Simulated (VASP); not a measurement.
Set up this calculation in VASP 6.6.1, as the native input.

```yaml
Task: single point
Functional: PBE
Dispersion: D3(BJ)
Potentials_or_basis: VASP PAW PBE potentials, release 64 (K_sv, Mg, F)
Cutoff: 520 eV
k_mesh: 6 × 6 × 6
Occupations: gaussian, width 0.02 eV
Spin: no spin polarisation
Dipole_correction: no
Further_INCAR_settings: ALGO = Normal; EDIFF = 1e-07; NBANDS = 24
```

The structure of KMgF3 lies in POSCAR:

```
KMgF3
1.0
    4.0167476716      0.0000000000      0.0000000000
    0.0000000000      4.0167476716      0.0000000000
    0.0000000000      0.0000000000      4.0167476716
K Mg F
1 1 3
Direct
    0.5000000000      0.5000000000      0.5000000000
    0.0000000000      0.0000000000      0.0000000000
    0.5000000000      0.0000000000      0.0000000000
    0.0000000000      0.5000000000      0.0000000000
    0.0000000000      0.0000000000      0.5000000000
```

The input as run:

INCAR

```
SYSTEM = KMgF3
ALGO = Normal ; EDIFF = 1E-7
ENCUT = 520 ; GGA = PE
ISIF = 2 ; ISMEAR = 0
IVDW = 12 ; LASPH = .True.
LCHARG = .True. ; LELF = .True.
LREAL = .False. ; LVHAR = .True.
LWAVE = .False. ; NBANDS = 24
NELM = 60 ; PREC = Accurate
SIGMA = 0.02
```

KPOINTS

```
k-points
0
Gamma
  6 6 6
  0 0 0
```

Potentials or basis: VASP PAW PBE potentials, release 64 (K_sv, Mg, F).

Launch:

```bash
$ cat potpaw_PBE.64/K_sv/POTCAR potpaw_PBE.64/Mg/POTCAR potpaw_PBE.64/F/POTCAR > POTCAR
$ mpirun -np 1 vasp_std > vasp.out
```

It gave:

The pressure is -0.4 GPa. The band gap on the k mesh is 7.13 eV, indirect (least direct gap 7.45 eV) and the dispersion energy per atom is -0.162 eV.

It used 94 s of CPU time on 1 thread of AMD EPYC 7R13 Processor (Zen 3), on a shared host.
